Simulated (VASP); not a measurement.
# BN in VASP: a series of runs

BN is run at these levels: PBE; tasks: single point.

All numbers are computed with VASP 6.6.1; they aren't measurements. Logs are shortened: lines on timing, memory, paths and dates and some standing lists are left out, and cuts for length are marked.

### Step 1. The cell of the first run

Symmetry: I-4m2, No. 119, tetragonal system. The conventional cell has a = 2.504 Å, b = 2.504 Å, c = 3.639 Å, α = 90.00°, β = 90.00°, γ = 90.00°. Within 2.1 Å of B (site symmetry -4m2) lie 4 N at 1.55 Å. N (site symmetry -4m2) has 4 B at 1.55 Å within 2.1 Å.

### Step 2. Single point, PBE (epitaxial xy strain -1.9%)

Input file INCAR:

```
SYSTEM = BN
ALGO     = Normal         ! electronic algorithm
EDIFF    = 1E-7           ! SCF threshold, eV
ENCUT    = 520            ! plane-wave cutoff, eV
GGA      = PE             ! functional
ISIF     = 2              ! what is computed and relaxed
ISMEAR   = -1             ! smearing method
LASPH    = .True.         ! aspherical terms in the spheres
LCHARG   = .False.        ! write CHGCAR
LREAL    = .False.        ! projectors in reciprocal space
LWAVE    = .False.        ! write WAVECAR
NBANDS   = 11             ! bands
NELM     = 80             ! most SCF steps
PREC     = Accurate       ! precision mode
SIGMA    = 0.02           ! smearing width, eV
```

Input file KPOINTS:

```
k-points
0
Gamma
  12 12 12
  0 0 0
```

Input file POSCAR:

```
BN
1.0
    0.0000000000      1.7707142524      1.8193282481
    1.7707142524      0.0000000000      1.8193282481
    1.7707142524      1.7707142524      0.0000000000
B N
1 1
Direct
    0.0000000000      0.0000000000      0.0000000000
    0.2500000000      0.2500000000      0.2500000000
```

Potentials or basis: VASP PAW PBE potentials, release 64 (B, N).

The run is started by

```
$ cat potpaw_PBE.64/B/POTCAR potpaw_PBE.64/N/POTCAR > POTCAR
$ mpirun -np 1 vasp_std > vasp.out
```

OUTCAR:

```text
SYSTEM = BN
   EDIFF = 1E-7
   ENCUT = 520
   GGA = PE
   ISIF = 2
   ISMEAR = -1
   LASPH = .True.
   LREAL = .False.
   NELM = 80
   PREC = Accurate

 ion  position               nearest neighbor table
   1  0.000  0.000  0.000-   2 1.55   2 1.55   2 1.55   2 1.55
   2  0.250  0.250  0.250-   1 1.55   1 1.55   1 1.55   1 1.55

  LATTYP: Found a body centered tetragonal cell.
 ALAT       =     2.5041681108
 C/A-ratio  =     1.4530400257

  Lattice vectors:

 A1 = (  -1.7707142524,   0.0000000000,   1.8193282481)
 A2 = (   1.7707142524,   0.0000000000,   1.8193282481)
 A3 = (   0.0000000000,   1.7707142524,  -1.8193282481)

Analysis of symmetry for initial positions (statically):
=====================================================================
 Subroutine PRICEL returns:
 Original cell was already a primitive cell.

 Routine SETGRP: Setting up the symmetry group for a
 body centered tetragonal supercell.

 Subroutine GETGRP returns: Found  8 space group operations
 (whereof  8 operations were pure point group operations)
 out of a pool of 16 trial point group operations.

The static configuration has the point symmetry D_2d.

Analysis of symmetry for dynamics (positions and initial velocities):
=====================================================================
 Subroutine PRICEL returns:
 Original cell was already a primitive cell.

 Routine SETGRP: Setting up the symmetry group for a
 body centered tetragonal supercell.

 Subroutine GETGRP returns: Found  8 space group operations
 (whereof  8 operations were pure point group operations)
 out of a pool of 16 trial point group operations.

The dynamic configuration has the point symmetry D_2d.

 Subroutine INISYM returns: Found  8 space group operations
 (whereof  8 operations are pure point group operations),
 and found     1 'primitive' translations

----------------------------------------------------------------------------------------

                                     Primitive cell

  volume of cell :      11.4087

  direct lattice vectors                    reciprocal lattice vectors
     0.000000000  1.770714252  1.819328248    -0.282371929  0.282371929  0.274826712
     1.770714252  0.000000000  1.819328248     0.282371929 -0.282371929  0.274826712
     1.770714252  1.770714252  0.000000000     0.282371929  0.282371929 -0.274826712

  length of vectors
     2.538776130  2.538776130  2.504168111     0.484765443  0.484765443  0.484765443

  position of ions in fractional coordinates (direct lattice)
     0.000000000  0.000000000  0.000000000
     0.250000000  0.250000000  0.250000000

  ion indices of the primitive-cell ions
   primitive index   ion index
                 1           1
                 2           2

----------------------------------------------------------------------------------------

 KPOINTS: k-points

Automatic generation of k-mesh.
 Grid dimensions read from file:
 generate k-points for:   12   12   12

 Generating k-lattice:

  Cartesian coordinates                     Fractional coordinates (reciprocal lattice)
    -0.023530994  0.023530994  0.022902226     0.083333333  0.000000000  0.000000000
     0.023530994 -0.023530994  0.022902226     0.000000000  0.083333333  0.000000000
     0.023530994  0.023530994 -0.022902226     0.000000000  0.000000000  0.083333333

  Length of vectors
     0.040397120  0.040397120  0.040397120

  Shift w.r.t. Gamma in fractional coordinates (k-lattice)
     0.000000000  0.000000000  0.000000000

 Subroutine IBZKPT returns following result:
 ===========================================

 Found    163 irreducible k-points:

 Following reciprocal coordinates:
            Coordinates               Weight
  0.000000  0.000000  0.000000      1.000000
  0.083333 -0.000000  0.000000      8.000000
  0.166667 -0.000000  0.000000      8.000000
  0.250000  0.000000  0.000000      8.000000
  0.333333  0.000000  0.000000      8.000000
  0.416667 -0.000000  0.000000      8.000000
[... 16 lines left out ...]
  0.500000  0.166667  0.000000      8.000000
 -0.416667  0.166667  0.000000      8.000000
 [... further k-points ...]
   k-points           NKPTS =    163   k-points in BZ     NKDIM =    163   number of bands    NBANDS=     11
   number of dos      NEDOS =    301   number of ions     NIONS =      2
   total plane-waves  NPLWV =   8000
   dimension x,y,z NGX =    20 NGY =   20 NGZ =   20
   dimension x,y,z NGXF=    40 NGYF=   40 NGZF=   40
   ions per type =               1   1
   NGX,Y,Z   is equivalent  to a cutoff of  13.10, 13.10, 13.28 a.u.
   NGXF,Y,Z  is equivalent  to a cutoff of  26.19, 26.19, 26.56 a.u.
 SYSTEM =  BN
   PREC   = accura    normal or accurate (medium, high low for compatibility)
   ISTART =      0    job   : 0-new  1-cont  2-samecut
   ICHARG =      2    charge: 1-file 2-atom 10-const
   ISPIN  =      1    spin polarized calculation?
   LNONCOLLINEAR =      F non collinear calculations
   LSORBIT =      F    spin-orbit coupling
   LASPH  =      T    aspherical Exc in radial PAW
   ENCUT  =  520.0 eV  38.22 Ry    6.18 a.u.   4.72  4.72  4.66*2*pi/ulx,y,z
   NELM   =     80;   NELMIN=  2; NELMDL= -5     # of ELM steps
   EDIFF  = 0.1E-06   stopping-criterion for ELM
   LREAL  =      F    real-space projection
   EDIFFG = 0.1E-05   stopping-criterion for IOM
   NSW    =      0    number of steps for IOM
   IBRION =     -1    ionic relax: 0-MD 1-quasi-New 2-CG
   NFREE  =      0    steps in history (QN), initial steepest desc. (CG)
   ISIF   =      2    stress and relaxation
   ISYM   =      2    0-nonsym 1-usesym 2-fastsym
   POTIM  = 0.5000    time-step for ionic-motion
   TEBEG  =    0.0;   TEEND  =   0.0 temperature during run
   PSTRESS=    0.0 pullay stress
   NELECT =       8.0000    total number of electrons
   NUPDOWN=      -1.0000    fix difference up-down
   EMIN   =  10.00;   EMAX   =-10.00  energy-range for DOS
   EFERMI =   0.00;   METHOD = LEGACY
   ISMEAR =    -1;   SIGMA  =   0.02  broadening in eV -4-tet -1-fermi 0-gaus
   EFERMI_NEDOS =   21; number of points for ismear=-14 and -15
   IALGO  =     38    algorithm
   IMIX   =      4    mixing-type and parameters
     AMIX     =   0.40;   BMIX     =  1.00
     AMIX_MAG =   1.60;   BMIX_MAG =  1.00
  volume/ion in A,a.u.               =       5.70        38.50
  Fermi-wavevector in a.u.,A,eV,Ry     =   1.454428  2.748470 28.781221  2.115360
  Thomas-Fermi vector in A             =   2.571580
   LORBIT       =      0    0 simple, 1 ext, 2 COOP (PROOUT), +10 PAW based schemes
   GGA     = PE    functional components
   LHFCALC =     F    Hartree Fock is set to
   AEXX    =    0.0000 exact exchange contribution
   IVDW    =     0    specifies the selected vdW correction
   LEPSILON=     F    determine dielectric tensor
   LRPA    =     F    only Hartree local field effects (RPA)
 non-spin polarized calculation
  energy-cutoff  :      520.00
  volume of cell :       11.41
 maximum number of plane-waves:       318
   NGX =  9   NGY =  9   NGZ =  9

 number of electron       7.9999998 magnetization

 Free energy of the ion-electron system (eV)
  ---------------------------------------------------
  ext. energy  EPLUGINS =         0.00000000
  ---------------------------------------------------
  free energy    TOTEN  =       -17.41217196 eV

  energy without entropy =      -17.41217196  energy(sigma->0) =      -17.41217196

 E-fermi :   8.4261     XC(G=0): -12.9947

 val. band max:        7.9320330025   @ k =   0.0000   0.0000   0.0000
 cond. band min:      12.1743504171   @ k =   0.5000   0.0000   0.5000
 fundamental gap:      4.2423174147
 Fermi energy:         8.4261065333

 k-point     1 :       0.0000    0.0000    0.0000
  band No.  band energies     occupation
      1     -12.7929      2.00000
      2       7.6456      2.00000
      3       7.9320      2.00000
      4       7.9320      2.00000
      5      16.7635      0.00000
      6      16.7635      0.00000
      7      16.9584      0.00000
      8      18.7494      0.00000
      9      33.2506      0.00000
     10      35.2152      0.00000
     11      35.7152      0.00000

 k-point     2 :       0.0833   -0.0000    0.0000
  band No.  band energies     occupation
      1     -12.6190      2.00000
      2       6.8819      2.00000
      3       7.5647      2.00000
      4       7.7551      2.00000
      5      16.9737      0.00000
      6      17.0525      0.00000
      7      17.2807      0.00000
      8      19.2867      0.00000
      9      32.8468      0.00000
     10      33.2586      0.00000
     11      34.2800      0.00000

 k-point     3 :       0.1667   -0.0000    0.0000
  band No.  band energies     occupation
      1     -12.1035      2.00000
      2       4.7502      2.00000
      3       7.0642      2.00000
      4       7.3260      2.00000
      5      17.3544      0.00000
      6      17.7349      0.00000
      7      17.9220      0.00000
      8      20.5758      0.00000
      9      31.6089      0.00000
     10      32.4422      0.00000
     11      32.5564      0.00000

 k-point     4 :       0.2500    0.0000    0.0000
  band No.  band energies     occupation
      1     -11.2690      2.00000
      2       2.2222      2.00000
      3       6.5051      2.00000
      4       6.8330      2.00000
      5      17.6840      0.00000
      6      18.4127      0.00000
      7      18.5155      0.00000
      8      21.8749      0.00000
      9      31.2941      0.00000
     10      31.9869      0.00000
     11      31.9994      0.00000
[... 239 lines left out ...]
 k-point    22 :       0.4167    0.1667    0.0000
  band No.  band energies     occupation
      1      -9.3195      2.00000
      2      -0.4846      2.00000
      3       4.3863      2.00000
      4       4.9924      2.00000
      5      16.7608      0.00000
      6      20.4458      0.00000
      7      21.1028      0.00000
      8      22.2136      0.00000
      9      28.5175      0.00000
     10      34.4735      0.00000
     11      36.8253      0.00000

 k-point    23 :       0.5000    0.1667    0.0000
  band No.  band energies     occupation
      1      -8.2849      2.00000
      2      -2.1333      2.00000
      3       3.7607      2.00000
      4       5.0851      2.00000
      5      17.1314      0.00000
      6      20.4073      0.00000
      7      20.8574      0.00000
      8      23.4926      0.00000
      9      29.0690      0.00000
     10      34.7410      0.00000
     11      35.9949      0.00000

 k-point    24 :      -0.4167    0.1667    0.0000
  band No.  band energies     occupation
      1      -8.0278      2.00000
      2      -2.4953      2.00000
      3       3.3544      2.00000
      4       5.4193      2.00000
      5      17.6231      0.00000
      6      20.2694      0.00000
      7      20.4283      0.00000
      8      23.9421      0.00000
      9      29.5578      0.00000
     10      33.6657      0.00000
     11      35.1565      0.00000

 [... further k-points ...]

------------------------ aborting loop because EDIFF is reached ----------------------------------------

  FORCE on cell =-STRESS in cart. coord.  units (eV):
  Direction    XX          YY          ZZ          XY          YZ          ZX
  --------------------------------------------------------------------------------------
  -------------------------------------------------------------------------------------
  Total        1.6696529      1.6696529      0.3968524      0.0000000     -0.0000000      0.0000000
  in kB      234.4761992    234.4761992     55.7316107      0.0000000     -0.0000000      0.0000000
  external PRESSURE =     174.8946697 kB  Pullay stress =       0.0000000 kB

 VOLUME and BASIS-vectors are now :
 -----------------------------------------------------------------------------
  energy-cutoff  :      520.00
  volume of cell :       11.41
      direct lattice vectors                 reciprocal lattice vectors
     0.000000000  1.770714252  1.819328248    -0.282371929  0.282371929  0.274826712
     1.770714252  0.000000000  1.819328248     0.282371929 -0.282371929  0.274826712
     1.770714252  1.770714252  0.000000000     0.282371929  0.282371929 -0.274826712

 POSITION                                       TOTAL-FORCE (eV/Angst)
 -----------------------------------------------------------------------------------
      0.00000      0.00000      0.00000        -0.000000     -0.000000      0.000000
      0.88536      0.88536      0.90966         0.000000      0.000000      0.000000
 -----------------------------------------------------------------------------------
    total drift:                               -0.000001     -0.000001      0.000001

  FREE ENERGIE OF THE ION-ELECTRON SYSTEM (eV)
  ---------------------------------------------------
  free  energy   TOTEN  =       -17.4121719593 eV

  energy  without entropy=      -17.4121719593  energy(sigma->0) =      -17.41217196
```

Run time: 13 s. Hardware: 1 thread of Intel Xeon Platinum 8488C (Sapphire Rapids), shared host; peak memory 0.13 GiB.

What came out:

```
Free energy            : -17.4122 eV
Pressure               : 17.5 GPa
Band gap on the k mesh : 4.24 eV, indirect (least direct gap 8.83 eV)
```

Stress tensor (GPa, compression positive):
```
23.45  0.00  0.00
 0.00 23.45  0.00
 0.00  0.00  5.57
```

Caveat: the cell differs from its parent crystal (epitaxial xy strain -1.9%). A k mesh can miss the band edges.

(Part 1 of 2 ends here.)
